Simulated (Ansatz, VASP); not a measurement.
# Fe: VASP beside Ansatz

```
CELL_PARAMETERS angstrom
-1.47083 1.47083 1.47083
1.47083 -1.47083 1.47083
1.47083 1.47083 -1.47083
ATOMIC_POSITIONS crystal
Fe 0.00000 0.00000 0.00000
```

Alike in both runs: task single point; functional PBE; k mesh 25 × 25 × 25; occupations fermi-dirac, width 0.05 eV; collinear spin.

|  | VASP | Ansatz |
| --- | --- | --- |
| version | VASP 6.6.1 | Ansatz 0.2.0 |
| potentials or method | VASP PAW PBE potentials, release 64 (Fe), cutoff 520 eV | plane waves (420 eV) with PAW, scalar-relativistic |
| valence electrons in the cell | 8 | 16 |

VASP gave:

```
pressure (GPa)                                                : -13.8
net moment per atom (μB)                                      : 2.49
size of the moment on the site where the two differ most (μB) : 2.51
```

**Question.** What did Ansatz give for the same quantities?

**Answer.** Pressure (GPa): -14.3; net moment per atom (μB): 2.46; size of the moment on the site where the two differ most (μB): 2.53.

Site moments also hang on the region over which each program counts them. The functional is the same, so the differences come from potentials, cutoffs and numerics. VASP's potentials hold 8 valence electrons a cell and Ansatz's 16, so a difference there can come from the potentials and not from the codes.
